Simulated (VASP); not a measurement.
# Ga7SiAs8 (a cell with a defect) in VASP: single point with LDA

Aim: the single point of Ga7SiAs8 (a cell with a defect) with LDA.

Program: VASP 6.6.1. These are calculated values, not measurements. Logs are shortened: lines on timing, memory, paths and dates and some standing lists are left out, and cuts for length are marked.

**1. The cell of the first run**

The cell holds a defect, 16 atoms: a = 7.924 Å, b = 7.924 Å, c = 7.924 Å, α = 60.00°, β = 60.00°, γ = 60.00°.

**2. Single point, LDA**

Contents of INCAR:

```
SYSTEM = Ga7SiAs8
PREC = Accurate
ENCUT = 520
EDIFF = 1E-7
ISMEAR = 0
SIGMA = 0.02
LREAL = Auto
LASPH = .TRUE.
NELM = 80
ALGO = Normal
ISIF = 2
LWAVE = .FALSE.
LCHARG = .FALSE.
GGA = CA
NELECT = 134.0
NBANDS = 82
```

Contents of KPOINTS:

```
Automatic mesh
0
G
  3 3 3
  0 0 0
```

Contents of POSCAR:

```
Ga7SiAs8
1.0
    0.0000000000      5.6033815920     -5.6033815920
    5.6033815920      5.6033815920      0.0000000000
    5.6033815920      0.0000000000     -5.6033815920
Si Ga As
1 7 8
Direct
    0.4981240568      0.0002656865      0.5021400940
    0.4938727840      0.5044705887      0.4979492392
    0.0025049915     -0.0040072941      0.4978399487
    0.0024589435      0.5045190497      0.4978164448
    0.4938884247     -0.0039390814      0.0063187256
    0.4938469144      0.5044974305      0.0063213201
    0.0023774932     -0.0040385430      0.0064622545
   -0.0020961431      0.5003097777      0.0021693595
    0.1224006188      0.1275152250      0.1263624376
    0.1223577800      0.6244881686      0.1263432451
    0.6220505147      0.1241761330      0.1303634988
    0.6251507401      0.6245636118      0.1264452637
    0.1263539169      0.1241846961      0.6261071772
    0.1223919764      0.6245110539      0.6293714213
    0.6221296751      0.1241643661      0.6260180560
    0.6221044094      0.6284896124      0.6260140137
```

Potentials or basis: VASP PAW LDA potentials, release 64 (Si, Ga_d, As).

Launch:

```console
cat potpaw_LDA.64/Si/POTCAR potpaw_LDA.64/Ga_d/POTCAR potpaw_LDA.64/As/POTCAR > POTCAR
mpirun -np 1 vasp_std > vasp.out
```

OUTCAR:

```text
SYSTEM = Ga7SiAs8
   PREC = Accurate
   ENCUT = 520
   EDIFF = 1E-7
   ISMEAR = 0
   LREAL = Auto
   LASPH = .TRUE.
   NELM = 80
   ISIF = 2
   GGA = CA
   NELECT = 134.0

 ion  position               nearest neighbor table
   1  0.498  0.000  0.502-  13 2.41  16 2.41  11 2.41  15 2.41
   2  0.494  0.504  0.498-  14 2.40  12 2.40  15 2.46  16 2.46
   3  0.003  0.996  0.498-   9 2.40  14 2.40  13 2.46  15 2.46
   4  0.002  0.505  0.498-  10 2.40  14 2.40  13 2.46  16 2.46
   5  0.494  0.996  0.006-   9 2.40  12 2.40  15 2.46  11 2.46
   6  0.494  0.504  0.006-  10 2.40  12 2.40  16 2.46  11 2.46
[... 8 lines left out ...]
  15  0.622  0.124  0.626-   1 2.41   5 2.46   2 2.46   3 2.46
  16  0.622  0.628  0.626-   1 2.41   6 2.46   2 2.46   4 2.46

  LATTYP: Found a face centered cubic cell.
 ALAT       =    11.2067631840

  Lattice vectors:

 A1 = (   0.0000000000,   5.6033815920,  -5.6033815920)
 A2 = (   5.6033815920,   5.6033815920,   0.0000000000)
 A3 = (   5.6033815920,   0.0000000000,  -5.6033815920)

Analysis of symmetry for initial positions (statically):
=====================================================================
 Subroutine PRICEL returns:
 Original cell was already a primitive cell.

 Routine SETGRP: Setting up the symmetry group for a
 face centered cubic supercell.

 Subroutine GETGRP returns: Found  1 space group operations
 (whereof  1 operations were pure point group operations)
 out of a pool of 48 trial point group operations.

The static configuration has the point symmetry C_1 .

Analysis of symmetry for dynamics (positions and initial velocities):
=====================================================================
 Subroutine PRICEL returns:
 Original cell was already a primitive cell.

 Routine SETGRP: Setting up the symmetry group for a
 face centered cubic supercell.

 Subroutine GETGRP returns: Found  1 space group operations
 (whereof  1 operations were pure point group operations)
 out of a pool of 48 trial point group operations.

The dynamic configuration has the point symmetry C_1 .

 Subroutine INISYM returns: Found  1 space group operations
 (whereof  1 operations are pure point group operations),
 and found     1 'primitive' translations

----------------------------------------------------------------------------------------

                                     Primitive cell

  volume of cell :     351.8687

  direct lattice vectors                    reciprocal lattice vectors
     0.000000000  5.603381592 -5.603381592    -0.089231831  0.089231831 -0.089231831
     5.603381592  5.603381592  0.000000000     0.089231831  0.089231831  0.089231831
     5.603381592  0.000000000 -5.603381592     0.089231831 -0.089231831 -0.089231831

  length of vectors
     7.924378243  7.924378243  7.924378243     0.154554065  0.154554065  0.154554065

  position of ions in fractional coordinates (direct lattice)
     0.498124057  0.000265687  0.502140094
     0.493872784  0.504470589  0.497949239
     0.002504991  0.995992706  0.497839949
     0.002458944  0.504519050  0.497816445
     0.493888425  0.996060919  0.006318726
     0.493846914  0.504497431  0.006321320
[... 8 lines left out ...]
     0.622129675  0.124164366  0.626018056
     0.622104409  0.628489612  0.626014014

  ion indices of the primitive-cell ions
   primitive index   ion index
                 1           1
                 2           2
                 3           3
                 4           4
                 5           5
                 6           6
[... 8 lines left out ...]
                15          15
                16          16

----------------------------------------------------------------------------------------

 KPOINTS: Automatic mesh

Automatic generation of k-mesh.
 Grid dimensions read from file:
 generate k-points for:    3    3    3

 Generating k-lattice:

  Cartesian coordinates                     Fractional coordinates (reciprocal lattice)
    -0.029743944  0.029743944 -0.029743944     0.333333333  0.000000000  0.000000000
     0.029743944  0.029743944  0.029743944     0.000000000  0.333333333  0.000000000
     0.029743944 -0.029743944 -0.029743944     0.000000000  0.000000000  0.333333333

  Length of vectors
     0.051518022  0.051518022  0.051518022

  Shift w.r.t. Gamma in fractional coordinates (k-lattice)
     0.000000000  0.000000000  0.000000000

 Subroutine IBZKPT returns following result:
 ===========================================

 Found     14 irreducible k-points:

 Following reciprocal coordinates:
            Coordinates               Weight
  0.000000  0.000000  0.000000      1.000000
  0.333333  0.000000  0.000000      2.000000
  0.000000  0.333333  0.000000      2.000000
  0.000000  0.000000  0.333333      2.000000
  0.333333  0.333333  0.333333      2.000000
  0.333333  0.333333  0.000000      2.000000
  0.000000  0.333333  0.333333      2.000000
  0.333333  0.000000  0.333333      2.000000
 -0.333333  0.333333  0.000000      2.000000
  0.000000 -0.333333  0.333333      2.000000
  0.333333  0.000000 -0.333333      2.000000
  0.333333  0.333333 -0.333333      2.000000
 -0.333333  0.333333 -0.333333      2.000000
  0.333333 -0.333333 -0.333333      2.000000
   k-points           NKPTS =     14   k-points in BZ     NKDIM =     14   number of bands    NBANDS=     82
   number of dos      NEDOS =    301   number of ions     NIONS =     16
   total plane-waves  NPLWV = 216000
   dimension x,y,z NGX =    60 NGY =   60 NGZ =   60
   dimension x,y,z NGXF=   120 NGYF=  120 NGZF=  120
   ions per type =               1   7   8
   NGX,Y,Z   is equivalent  to a cutoff of  12.59, 12.59, 12.59 a.u.
   NGXF,Y,Z  is equivalent  to a cutoff of  25.17, 25.17, 25.17 a.u.
 SYSTEM =  Ga7SiAs8
   PREC   = accura    normal or accurate (medium, high low for compatibility)
   ISTART =      0    job   : 0-new  1-cont  2-samecut
   ICHARG =      2    charge: 1-file 2-atom 10-const
   ISPIN  =      1    spin polarized calculation?
   LNONCOLLINEAR =      F non collinear calculations
   LSORBIT =      F    spin-orbit coupling
   LASPH  =      T    aspherical Exc in radial PAW
   ENCUT  =  520.0 eV  38.22 Ry    6.18 a.u.  14.73 14.73 14.73*2*pi/ulx,y,z
   NELM   =     80;   NELMIN=  2; NELMDL= -5     # of ELM steps
   EDIFF  = 0.1E-06   stopping-criterion for ELM
   LREAL  =      T    real-space projection
   EDIFFG = 0.1E-05   stopping-criterion for IOM
   NSW    =      0    number of steps for IOM
   IBRION =     -1    ionic relax: 0-MD 1-quasi-New 2-CG
   NFREE  =      0    steps in history (QN), initial steepest desc. (CG)
   ISIF   =      2    stress and relaxation
   ISYM   =      2    0-nonsym 1-usesym 2-fastsym
   POTIM  = 0.5000    time-step for ionic-motion
   TEBEG  =    0.0;   TEEND  =   0.0 temperature during run
   PSTRESS=    0.0 pullay stress
   NELECT =     134.0000    total number of electrons
   NUPDOWN=      -1.0000    fix difference up-down
   EMIN   =  10.00;   EMAX   =-10.00  energy-range for DOS
   EFERMI =   0.00;   METHOD = LEGACY
   ISMEAR =     0;   SIGMA  =   0.02  broadening in eV -4-tet -1-fermi 0-gaus
   EFERMI_NEDOS =   21; number of points for ismear=-14 and -15
   IALGO  =     38    algorithm
   IMIX   =      4    mixing-type and parameters
     AMIX     =   0.40;   BMIX     =  1.00
     AMIX_MAG =   1.60;   BMIX_MAG =  1.00
  volume/ion in A,a.u.               =      21.99       148.41
  Fermi-wavevector in a.u.,A,eV,Ry     =   1.186632  2.242410 19.158318  1.408097
  Thomas-Fermi vector in A             =   2.322801
   LORBIT       =      0    0 simple, 1 ext, 2 COOP (PROOUT), +10 PAW based schemes
   GGA     = CA    functional components
   LHFCALC =     F    Hartree Fock is set to
   AEXX    =    0.0000 exact exchange contribution
   IVDW    =     0    specifies the selected vdW correction
   LEPSILON=     F    determine dielectric tensor
   LRPA    =     F    only Hartree local field effects (RPA)
 non-spin polarized calculation
 Gauss-broadening in eV      SIGMA  =   0.02
  energy-cutoff  :      520.00
  volume of cell :      351.87
 maximum number of plane-waves:      9491
   NGX = 29   NGY = 29   NGZ = 29

 number of electron     133.9999989 magnetization

 Free energy of the ion-electron system (eV)
  ---------------------------------------------------
  ext. energy  EPLUGINS =         0.00000000
  ---------------------------------------------------
  free energy    TOTEN  =       -83.02696297 eV

  energy without entropy =      -83.02696297  energy(sigma->0) =      -83.02696297

 E-fermi :   4.1358     XC(G=0):  -9.9183

 val. band max:        4.0475754337   @ k =   0.0000   0.0000   0.0000
 cond. band min:       4.2191254871   @ k =   0.0000   0.0000   0.0000
 fundamental gap:      0.1715500534
 Fermi energy:         4.1358369973

 k-point     1 :       0.0000    0.0000    0.0000
  band No.  band energies     occupation
      1     -10.8909      2.00000
      2     -10.8909      2.00000
      3     -10.8908      2.00000
      4     -10.8780      2.00000
      5     -10.8458      2.00000
      6     -10.8457      2.00000
[... 71 lines left out ...]
     78       5.7015      0.00000
     79       7.4864      0.00000

 k-point     2 :       0.3333    0.0000    0.0000
  band No.  band energies     occupation
      1     -10.8852      2.00000
      2     -10.8827      2.00000
      3     -10.8827      2.00000
      4     -10.8761      2.00000
      5     -10.8469      2.00000
      6     -10.8468      2.00000
[... 71 lines left out ...]
     78       7.2488      0.00000
     79       8.0571      0.00000
[... 900 lines left out ...]
     78       7.9274      0.00000
     79       8.0173      0.00000

 k-point    14 :       0.3333   -0.3333   -0.3333
  band No.  band energies     occupation
      1     -10.8826      2.00000
      2     -10.8782      2.00000
      3     -10.8763      2.00000
      4     -10.8670      2.00000
      5     -10.8521      2.00000
      6     -10.8454      2.00000
[... 71 lines left out ...]
     78       7.9272      0.00000
     79       8.0175      0.00000
 [bands above 79 left out]

------------------------ aborting loop because EDIFF is reached ----------------------------------------

  FORCE on cell =-STRESS in cart. coord.  units (eV):
  Direction    XX          YY          ZZ          XY          YZ          ZX
  --------------------------------------------------------------------------------------
  -------------------------------------------------------------------------------------
  Total       -9.9530111     -9.9622594     -9.9614283     -0.0051857      0.0008661     -0.0054177
  in kB      -45.3194343    -45.3615449    -45.3577606     -0.0236123      0.0039438     -0.0246684
  external PRESSURE =     -45.3462466 kB  Pullay stress =       0.0000000 kB

 VOLUME and BASIS-vectors are now :
 -----------------------------------------------------------------------------
  energy-cutoff  :      520.00
  volume of cell :      351.87
      direct lattice vectors                 reciprocal lattice vectors
     0.000000000  5.603381592 -5.603381592    -0.089231831  0.089231831 -0.089231831
     5.603381592  5.603381592  0.000000000     0.089231831  0.089231831  0.089231831
     5.603381592  0.000000000 -5.603381592     0.089231831 -0.089231831 -0.089231831

 POSITION                                       TOTAL-FORCE (eV/Angst)
 -----------------------------------------------------------------------------------
      2.81517      2.79267     -5.60486         0.001734     -0.001407     -0.000555
      5.61694      5.59410     -5.55756        -0.000672      0.001260     -0.005679
      8.37051      5.59496     -2.80362         0.006185     -0.000745      0.001287
      5.61647      2.84079     -2.80323        -0.000058     -0.006592     -0.000020
      5.61672      8.34875     -2.80285         0.000004      0.004348     -0.001882
      2.86231      5.59410     -2.80263        -0.004201     -0.000064     -0.000899
[... 8 lines left out ...]
      4.20356      4.18177     -6.99385         0.003671      0.006461     -0.007088
      7.02946      7.00756     -6.99368        -0.004726     -0.002990     -0.006318
 -----------------------------------------------------------------------------------
    total drift:                                0.003976     -0.006514      0.006614

  FREE ENERGIE OF THE ION-ELECTRON SYSTEM (eV)
  ---------------------------------------------------
  free  energy   TOTEN  =       -83.0269629745 eV

  energy  without entropy=      -83.0269629745  energy(sigma->0) =      -83.02696297
```

Run time: 16 min. Hardware: 1 thread of Intel Xeon Platinum 8488C (Sapphire Rapids), shared host; peak memory 0.53 GiB.

Results:

```yaml
Free_energy: -83.0270 eV
Largest_force: 0.014 eV/Å
```

Forces in eV/Å, atoms in the order of the input:
```
Si   0.002 -0.001 -0.001
Ga  -0.001  0.001 -0.006
Ga   0.006 -0.001  0.001
Ga   0.000 -0.007  0.000
Ga   0.000  0.004 -0.002
Ga  -0.004  0.000 -0.001
Ga   0.000  0.001  0.006
Ga  -0.001  0.002 -0.003
As   0.005  0.002  0.004
As  -0.003 -0.003  0.002
As  -0.007  0.005  0.003
As  -0.006  0.004  0.000
As   0.005 -0.005  0.012
As   0.007 -0.005 -0.003
As   0.004  0.006 -0.007
As  -0.005 -0.003 -0.006
```

Levels at points of the mesh, in eV from the Fermi level:
| k point | band 64 | band 65 | band 66 | band 67 | band 68 | band 69 | band 70 | band 71 |
| --- | --- | --- | --- | --- | --- | --- | --- | --- |
| (0.00, 0.00, 0.00) | -1.14 | -0.09 | -0.09 | -0.09 | 0.08 | 0.75 | 0.75 | 0.75 |

Caveat: the cell carries a net charge on a neutralising background, which shifts energy and pressure; the cell is charged against a uniform background, so pressure and absolute levels hang on convention.
